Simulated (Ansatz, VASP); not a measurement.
Two plane-wave programs on Cs2AgBiBr6

```
CELL_PARAMETERS angstrom
0.00000 5.67509 5.67509
5.67509 0.00000 5.67509
5.67509 5.67509 0.00000
ATOMIC_POSITIONS crystal
Bi 0.00000 0.00000 0.00000
Ag 0.50000 0.50000 0.50000
Cs 0.25000 0.25000 0.25000
Cs 0.75000 0.75000 0.75000
Br 0.25055 0.74945 0.25055
Br 0.25055 0.74945 0.74945
Br 0.74945 0.25055 0.74945
Br 0.74945 0.25055 0.25055
Br 0.25055 0.25055 0.74945
Br 0.74945 0.74945 0.25055
```

Alike in both runs: task single point; functional PBE; k mesh 4 × 4 × 4; occupations methfessel-paxton of order 1, width 0.2495 eV; no spin polarisation.

|  | VASP | Ansatz |
| --- | --- | --- |
| version | VASP 6.6.1 | Ansatz 0.2.0 |
| potentials or method | VASP PAW PBE potentials, release 64 (Bi_d, Ag, Cs_sv, Br), cutoff 520 eV | PAW plane waves |
| valence electrons in the cell | 86 | 94 |

|  | VASP | Ansatz | Ansatz less VASP |
| --- | --- | --- | --- |
| pressure (GPa) | 0.9 | 0.9 | +0.01 |
| rms of the force components (eV/Å) | 0.082 | 0.081 | -0.0016 |

Atom by atom the forces differ by 0.002 eV/Å (rms over components). With one functional, cell and mesh, what is left measures potentials, basis and numerics. VASP's potentials hold 86 valence electrons a cell and Ansatz's 94, so a difference there can come from the potentials and not from the codes.

Neither program's run includes spin-orbit coupling.
